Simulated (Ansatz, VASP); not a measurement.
One calculation of Rb, two programs

```xyz
2
Lattice="0.0000 5.1277 5.1277 5.1277 0.0000 5.1277 5.1277 5.1277 0.0000" Properties=species:S:1:pos:R:3 pbc="T T T"
Rb    1.2819    1.2819    1.2819
Rb    8.9735    8.9735    8.9735
```

Alike in both runs: task single point; functional PBE; k mesh 6 × 6 × 6; occupations fermi-dirac, width 0.1 eV; no spin polarisation.

|  | VASP | Ansatz |
| --- | --- | --- |
| version | VASP 6.6.1 | Ansatz 0.2.0 |
| potentials or method | VASP PAW PBE potentials, release 64 (Rb_sv), cutoff 520 eV | plane waves (420 eV) with PAW, scalar-relativistic |
| valence electrons in the cell | 18 | 18 |

```tsv
	VASP	Ansatz	Ansatz less VASP
pressure (GPa)	0.0	0.0	0.00
```
